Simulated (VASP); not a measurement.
Write the native input for VASP 6.6.1 that does the following.

```yaml
Task: single point
Functional: LDA
Potentials_or_basis: VASP PAW LDA potentials, release 64 (W_sv, S)
Cutoff: 520 eV
k_mesh: 12 × 12 × 4
Occupations: gaussian, width 0.05 eV
Spin: no spin polarisation
Dipole_correction: no
Further_INCAR_settings: ALGO = Normal; EDIFF = 1e-07; NBANDS = 35
```

The structure of WS2 lies in POSCAR:

```
WS2
1.0
    3.0985446697      0.0000000000      0.0000000000
   -1.5492723349      2.6834183987      0.0000000000
    0.0000000000      0.0000000000     12.0430200778
W S
2 4
Direct
    0.3333333333      0.6666666667      0.2500000000
    0.6666666667      0.3333333333      0.7500000000
    0.3333333333      0.6666666667      0.6145775701
    0.6666666667      0.3333333333      0.1145775701
    0.3333333333      0.6666666667      0.8854224299
    0.6666666667      0.3333333333      0.3854224299
```

This cell differs from its parent crystal: atoms shifted along a free coordinate.

The input as run:

INCAR

```
PREC     = Accurate       # precision mode
ENCUT    = 520            # plane-wave cutoff, eV
EDIFF    = 1E-7           # SCF threshold, eV
ISMEAR   = 0              # smearing method
SIGMA    = 0.05           # smearing width, eV
LREAL    = F              # projectors in reciprocal space
LASPH    = T              # aspherical terms in the spheres
NELM     = 60             # most SCF steps
ALGO     = Normal         # electronic algorithm
ISIF     = 2              # what is computed and relaxed
LWAVE    = F              # write WAVECAR
LCHARG   = T              # write CHGCAR
GGA      = CA             # functional
LELF     = T              # ELF
LVHAR    = T            
NBANDS   = 35             # bands
```

KPOINTS

```
regular mesh
0
Gamma
  12 12 4
```

Potentials or basis: VASP PAW LDA potentials, release 64 (W_sv, S).

The run is started by

```console
$ cat potpaw_LDA.64/W_sv/POTCAR potpaw_LDA.64/S/POTCAR > POTCAR
$ mpirun -np 1 vasp_std > vasp.out
```

Results of the run:

The pressure is -3.8 GPa, the largest force is 1.144 eV/Å and the band gap on the k mesh is 0.73 eV (least direct gap 1.88 eV).

Caveat: the cell differs from its parent crystal (atoms shifted along a free coordinate); the stress differs along the axes, from -10 to -1 GPa; spin-orbit coupling is left out, which moves the levels of the heavy elements; forces of over 1 eV/Å act on the atoms, so gaps and moduli don't describe the material at rest.

It took 2 min on 1 thread of AMD EPYC 9R14 (Zen 4), on a shared host, peak memory 0.25 GiB.
